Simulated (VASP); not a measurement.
Runs of VASP 6.6.1 on BaS. It takes space group Fm-3m (No. 225, cubic). The conventional cell has a = 6.424 Å, b = 6.424 Å, c = 6.424 Å, α = 90.00°, β = 90.00°, γ = 90.00°. Within 4.2 Å of Ba (site symmetry m-3m) lie 6 S at 3.21 Å. S (site symmetry m-3m) has 6 Ba at 3.21 Å within 4.2 Å. 

```csv
level,grid for exact exchange (PRECFOCK),share of exact exchange,screening parameter,gap on the mesh (eV),pressure (GPa)
PBE,-,-,-,2.13,0.7
HSE06,Normal,0.25,0.2079 1/Å,(a),0.2
PBE0,Normal,0.25,-,(b),0.1
r2SCAN,-,-,-,(c),0.6
```

Alike in all rows: task single point; potentials or basis VASP PAW PBE potentials, release 64 (Ba_sv, S); no spin polarisation; cell as given; k mesh 4 × 4 × 4; cutoff (eV) 520; smearing gaussian 0.01 eV.

Question: Fill in the values left out.

Answer: (a) 3.05; (b) 3.77; (c) 2.49.

Caveats: all runs use coarse meshes; spin-orbit coupling is left out, which moves the levels of the heavy elements; the PAW data sets were made with another functional, which shifts forces and pressure a little (at least some runs).

A k mesh can miss the band edges, and the runs leave out spin-orbit coupling on Ba.
